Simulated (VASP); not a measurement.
# Ir (Fm-3m) in VASP: further runs, part 2 of 2

VASP 6.6.1.

### Step 3. Single point, r2SCAN

This run uses another cell than the first one, of 14.56 Å³/atom.

File POSCAR:

```
Ir
1.0
    0.0000000000      1.9379620156      1.9379620156
    1.9379620156      0.0000000000      1.9379620156
    1.9379620156      1.9379620156      0.0000000000
Ir
1
Direct
    0.0000000000      0.0000000000      0.0000000000
```

File INCAR.step1:

```
SYSTEM = Ir
PREC     = Accurate       ! precision mode
ENCUT    = 620            ! plane-wave cutoff, eV
ISMEAR   = 0              ! smearing method
SIGMA    = 0.05           ! smearing width, eV
LREAL    = .FALSE.        ! projectors in reciprocal space
LASPH    = .TRUE.         ! aspherical terms in the spheres
NELM     = 120            ! most SCF steps
NBANDS   = 14             ! bands
GGA      = PE             ! functional
ALGO     = Normal         ! electronic algorithm
EDIFF    = 1E-5           ! SCF threshold, eV
LWAVE    = .TRUE.         ! write WAVECAR
LCHARG   = .FALSE.        ! write CHGCAR
GGA_COMPAT= .FALSE.
```

File INCAR.step2:

```
SYSTEM = Ir
PREC     = Accurate       ! precision mode
ENCUT    = 620            ! plane-wave cutoff, eV
EDIFF    = 1E-6           ! SCF threshold, eV
ISMEAR   = 0              ! smearing method
SIGMA    = 0.05           ! smearing width, eV
LREAL    = .FALSE.        ! projectors in reciprocal space
LASPH    = .TRUE.         ! aspherical terms in the spheres
NELM     = 120            ! most SCF steps
ALGO     = Normal         ! electronic algorithm
ISIF     = 2              ! what is computed and relaxed
LWAVE    = .FALSE.        ! write WAVECAR
LCHARG   = .FALSE.        ! write CHGCAR
METAGGA  = R2SCAN         ! meta-GGA
LMIXTAU  = .TRUE.       
NBANDS   = 14             ! bands
ISTART   = 1            
GGA_COMPAT= .FALSE.
```

File KPOINTS:

```
regular mesh
0
G
  18 18 18
  0 0 0
```

Potentials or basis: VASP PAW PBE potentials, release 64 (Ir_sv_GW).

Run with:

```bash
$ cat potpaw_PBE.64/Ir_sv_GW/POTCAR > POTCAR
$ cp INCAR.step1 INCAR
$ mpirun -np 1 vasp_std > vasp.out
$ cp INCAR.step2 INCAR
$ mpirun -np 1 vasp_std > vasp.out
```

OUTCAR:

```text
SYSTEM = Ir
   PREC = Accurate
   ENCUT = 620
   EDIFF = 1E-6
   ISMEAR = 0
   LREAL = .FALSE.
   LASPH = .TRUE.
   NELM = 120
   ISIF = 2
   METAGGA = R2SCAN
   ISTART = 1

 ion  position               nearest neighbor table
   1  0.000  0.000  0.000-

  LATTYP: Found a face centered cubic cell.
 ALAT       =     3.8759240312

  Lattice vectors:

 A1 = (   0.0000000000,   1.9379620156,   1.9379620156)
 A2 = (   1.9379620156,   0.0000000000,   1.9379620156)
 A3 = (   1.9379620156,   1.9379620156,   0.0000000000)

Analysis of symmetry for initial positions (statically):
=====================================================================
 Subroutine PRICEL returns:
 Original cell was already a primitive cell.

 Routine SETGRP: Setting up the symmetry group for a
 face centered cubic supercell.

 Subroutine GETGRP returns: Found 48 space group operations
 (whereof 48 operations were pure point group operations)
 out of a pool of 48 trial point group operations.

The static configuration has the point symmetry O_h .

Analysis of symmetry for dynamics (positions and initial velocities):
=====================================================================
 Subroutine PRICEL returns:
 Original cell was already a primitive cell.

 Routine SETGRP: Setting up the symmetry group for a
 face centered cubic supercell.

 Subroutine GETGRP returns: Found 48 space group operations
 (whereof 48 operations were pure point group operations)
 out of a pool of 48 trial point group operations.

The dynamic configuration has the point symmetry O_h .

 Subroutine INISYM returns: Found 48 space group operations
 (whereof 48 operations are pure point group operations),
 and found     1 'primitive' translations

----------------------------------------------------------------------------------------

                                     Primitive cell

  volume of cell :      14.5568

  direct lattice vectors                    reciprocal lattice vectors
     0.000000000  1.937962016  1.937962016    -0.258002993  0.258002993  0.258002993
     1.937962016  0.000000000  1.937962016     0.258002993 -0.258002993  0.258002993
     1.937962016  1.937962016  0.000000000     0.258002993  0.258002993 -0.258002993

  length of vectors
     2.740692166  2.740692166  2.740692166     0.446874292  0.446874292  0.446874292

  position of ions in fractional coordinates (direct lattice)
     0.000000000  0.000000000  0.000000000

  ion indices of the primitive-cell ions
   primitive index   ion index
                 1           1

----------------------------------------------------------------------------------------

 KPOINTS: regular mesh

Automatic generation of k-mesh.
 Grid dimensions read from file:
 generate k-points for:   18   18   18

 Generating k-lattice:

  Cartesian coordinates                     Fractional coordinates (reciprocal lattice)
    -0.014333500  0.014333500  0.014333500     0.055555556  0.000000000  0.000000000
     0.014333500 -0.014333500  0.014333500     0.000000000  0.055555556  0.000000000
     0.014333500  0.014333500 -0.014333500     0.000000000  0.000000000  0.055555556

  Length of vectors
     0.024826350  0.024826350  0.024826350

  Shift w.r.t. Gamma in fractional coordinates (k-lattice)
     0.000000000  0.000000000  0.000000000

 Subroutine IBZKPT returns following result:
 ===========================================

 Found    195 irreducible k-points:

 Following reciprocal coordinates:
            Coordinates               Weight
  0.000000  0.000000  0.000000      1.000000
  0.055556  0.000000  0.000000      8.000000
  0.111111  0.000000  0.000000      8.000000
  0.166667  0.000000  0.000000      8.000000
  0.222222  0.000000  0.000000      8.000000
  0.277778  0.000000  0.000000      8.000000
[... 16 lines left out ...]
 -0.277778  0.055556  0.000000     24.000000
 -0.222222  0.055556  0.000000     24.000000
 [... further k-points ...]
   k-points           NKPTS =    195   k-points in BZ     NKDIM =    195   number of bands    NBANDS=     14
   number of dos      NEDOS =    301   number of ions     NIONS =      1
   total plane-waves  NPLWV =  13824
   dimension x,y,z NGX =    24 NGY =   24 NGZ =   24
   dimension x,y,z NGXF=    48 NGYF=   48 NGZF=   48
   ions per type =               1
   NGX,Y,Z   is equivalent  to a cutoff of  14.56, 14.56, 14.56 a.u.
   NGXF,Y,Z  is equivalent  to a cutoff of  29.12, 29.12, 29.12 a.u.
 SYSTEM =  Ir
   PREC   = accura    normal or accurate (medium, high low for compatibility)
   ISTART =      1    job   : 0-new  1-cont  2-samecut
   ICHARG =      0    charge: 1-file 2-atom 10-const
   ISPIN  =      1    spin polarized calculation?
   LNONCOLLINEAR =      F non collinear calculations
   LSORBIT =      F    spin-orbit coupling
   LASPH  =      T    aspherical Exc in radial PAW
   ENCUT  =  620.0 eV  45.57 Ry    6.75 a.u.   5.56  5.56  5.56*2*pi/ulx,y,z
   NELM   =    120;   NELMIN=  2; NELMDL=  0     # of ELM steps
   EDIFF  = 0.1E-05   stopping-criterion for ELM
   LREAL  =      F    real-space projection
   EDIFFG = 0.1E-04   stopping-criterion for IOM
   NSW    =      0    number of steps for IOM
   IBRION =     -1    ionic relax: 0-MD 1-quasi-New 2-CG
   NFREE  =      0    steps in history (QN), initial steepest desc. (CG)
   ISIF   =      2    stress and relaxation
   ISYM   =      2    0-nonsym 1-usesym 2-fastsym
   POTIM  = 0.5000    time-step for ionic-motion
   TEBEG  =    0.0;   TEEND  =   0.0 temperature during run
   PSTRESS=    0.0 pullay stress
   NELECT =      17.0000    total number of electrons
   NUPDOWN=      -1.0000    fix difference up-down
   EMIN   =  10.00;   EMAX   =-10.00  energy-range for DOS
   EFERMI =   0.00;   METHOD = LEGACY
   ISMEAR =     0;   SIGMA  =   0.05  broadening in eV -4-tet -1-fermi 0-gaus
   EFERMI_NEDOS =   21; number of points for ismear=-14 and -15
   IALGO  =     38    algorithm
   IMIX   =      4    mixing-type and parameters
     AMIX     =   0.40;   BMIX     =  1.00
     AMIX_MAG =   1.60;   BMIX_MAG =  1.00
  volume/ion in A,a.u.               =      14.56        98.23
  Fermi-wavevector in a.u.,A,eV,Ry     =   1.723995  3.257877 40.438652  2.972157
  Thomas-Fermi vector in A             =   2.799767
   LORBIT       =      0    0 simple, 1 ext, 2 COOP (PROOUT), +10 PAW based schemes
   METAGGA = R2SCAN    functional components
   LHFCALC =     F    Hartree Fock is set to
   AEXX    =    0.0000 exact exchange contribution
   IVDW    =     0    specifies the selected vdW correction
   LEPSILON=     F    determine dielectric tensor
   LRPA    =     F    only Hartree local field effects (RPA)
 non-spin polarized calculation
 Gauss-broadening in eV      SIGMA  =   0.05
  energy-cutoff  :      620.00
  volume of cell :       14.56
 maximum number of plane-waves:       532
 NGX is ok and might be reduce to    24
   NGX = 11   NGY = 11   NGZ = 11

 number of electron      17.0000000 magnetization

 Free energy of the ion-electron system (eV)
  ---------------------------------------------------
  ext. energy  EPLUGINS =         0.00000000
  ---------------------------------------------------
  free energy    TOTEN  =       -52.89960896 eV

  energy without entropy =      -52.89840146  energy(sigma->0) =      -52.89900521

 E-fermi :  12.1534     XC(G=0): -15.6871

 val. band max:       12.1533350595   @ k =   0.5000   0.2222   0.1111
 cond. band min:      12.1625481446   @ k =  -0.3333   0.3333   0.0000
 fundamental gap:      0.0092130851
 Fermi energy:        12.1534334884

 k-point     1 :       0.0000    0.0000    0.0000
  band No.  band energies     occupation
      1     -82.8602      2.00000
      2     -38.6834      2.00000
      3     -38.6834      2.00000
      4     -38.6834      2.00000
      5       0.9208      2.00000
      6       8.2872      2.00000
      7       8.2872      2.00000
      8       8.2872      2.00000
      9      10.8715      2.00000
     10      10.8715      2.00000
     11      26.4648      0.00000
     12      32.0989      0.00000
     13      32.0989      0.00000
     14      32.0989      0.00000
[... 375 lines left out ...]
 k-point    24 :      -0.2222    0.0556    0.0000
  band No.  band energies     occupation
      1     -82.8278      2.00000
      2     -39.0525      2.00000
      3     -38.7596      2.00000
      4     -38.7263      2.00000
      5       3.1795      2.00000
      6       7.6119      2.00000
      7       8.7199      2.00000
      8       8.8112      2.00000
      9      10.6141      2.00000
     10      11.4659      2.00000
     11      26.6636      0.00000
     12      29.1671      0.00000
     13      34.4710      0.00000
     14      35.7176      0.00000

 [... further k-points ...]
[... 5 lines left out ...]
  --------------------------------------------------------------------------------------
  -------------------------------------------------------------------------------------
  Total       -0.8815112     -0.8815112     -0.8815112      0.0000000      0.0000000      0.0000000
  in kB      -97.0225362    -97.0225362    -97.0225362      0.0000000      0.0000000      0.0000000
  external PRESSURE =     -97.0225362 kB  Pullay stress =       0.0000000 kB

 VOLUME and BASIS-vectors are now :
 -----------------------------------------------------------------------------
  energy-cutoff  :      620.00
  volume of cell :       14.56
      direct lattice vectors                 reciprocal lattice vectors
     0.000000000  1.937962016  1.937962016    -0.258002993  0.258002993  0.258002993
     1.937962016  0.000000000  1.937962016     0.258002993 -0.258002993  0.258002993
     1.937962016  1.937962016  0.000000000     0.258002993  0.258002993 -0.258002993

 POSITION                                       TOTAL-FORCE (eV/Angst)
 -----------------------------------------------------------------------------------
      0.00000      0.00000      0.00000        -0.000000      0.000000     -0.000000
 -----------------------------------------------------------------------------------
    total drift:                                0.000000     -0.000000     -0.000000

  FREE ENERGIE OF THE ION-ELECTRON SYSTEM (eV)
  ---------------------------------------------------
  free  energy   TOTEN  =       -52.8996089599 eV

  energy  without entropy=      -52.8984014607  energy(sigma->0) =      -52.89900521
```

Run time: 2.3 min. Hardware: 1 thread of AMD EPYC 9R45 (Zen 5), shared host; peak memory 0.16 GiB.

Results:

```yaml
Free_energy: -52.8996 eV
Pressure: -9.7 GPa
Band_gap_on_the_k_mesh: zero (an odd number of electrons rules out a gap without spin polarisation)
```

Caveat: the cell stands under tension; the PAW data sets were made with another functional, which shifts forces and pressure a little; spin-orbit coupling is left out, which moves the levels of the heavy elements.

### Step 4. Single point, r2SCAN

File POSCAR:

```
Ir
1.0
    0.0000000000      1.9221589938      1.9221589938
    1.9221589938      0.0000000000      1.9221589938
    1.9221589938      1.9221589938      0.0000000000
Ir
1
Direct
    0.0000000000      0.0000000000      0.0000000000
```

File INCAR.step1:

```
SYSTEM = Ir
  ALGO = Normal
  EDIFF = 1E-5
  ENCUT = 620
  GGA = PE
  GGA_COMPAT = .FALSE.
  ISMEAR = 0
  LASPH = .TRUE.
  LCHARG = .FALSE.
  LREAL = .FALSE.
  LWAVE = .TRUE.
  NBANDS = 14
  NELM = 120
  PREC = Accurate
  SIGMA = 0.05
```

File INCAR.step2:

```
SYSTEM = Ir
  ALGO = Normal
  EDIFF = 1E-6
  ENCUT = 620
  GGA_COMPAT = .FALSE.
  ISIF = 2
  ISMEAR = 0
  ISTART = 1
  LASPH = .TRUE.
  LCHARG = .FALSE.
  LMIXTAU = .TRUE.
  LREAL = .FALSE.
  LWAVE = .FALSE.
  METAGGA = R2SCAN
  NBANDS = 14
  NELM = 120
  PREC = Accurate
  SIGMA = 0.05
```

File KPOINTS:

```
k-points
0
G
  18 18 18
  0 0 0
```

Run with:

```bash
$ cat potpaw_PBE.64/Ir_sv_GW/POTCAR > POTCAR
$ cp INCAR.step1 INCAR
$ mpirun -np 1 vasp_std > vasp.out
$ cp INCAR.step2 INCAR
$ mpirun -np 1 vasp_std > vasp.out
```

Run time: 56 s. Hardware: 1 thread of Intel Xeon 6975P-C (Granite Rapids), shared host; peak memory 0.19 GiB.

It converged, with:

* Free energy: -52.9102 eV
* Pressure: -1.0 GPa
* Band gap on the k mesh: zero (an odd number of electrons rules out a gap without spin polarisation)

Levels at points of the mesh, in eV from the Fermi level:
```
           k point  band 6  band 7  band 8  band 9  band 10  band 11
(0.00, 0.00, 0.00)   -4.02   -4.02   -4.02   -1.33    -1.33    14.23
(0.50, 0.00, 0.00)   -4.17   -4.17   -0.73    0.89     0.89     7.62
(0.50, 0.50, 0.00)   -7.61    0.79    1.52    1.52     1.71    11.03
```

Caveat: the PAW data sets were made with another functional, which shifts forces and pressure a little; spin-orbit coupling is left out, which moves the levels of the heavy elements.
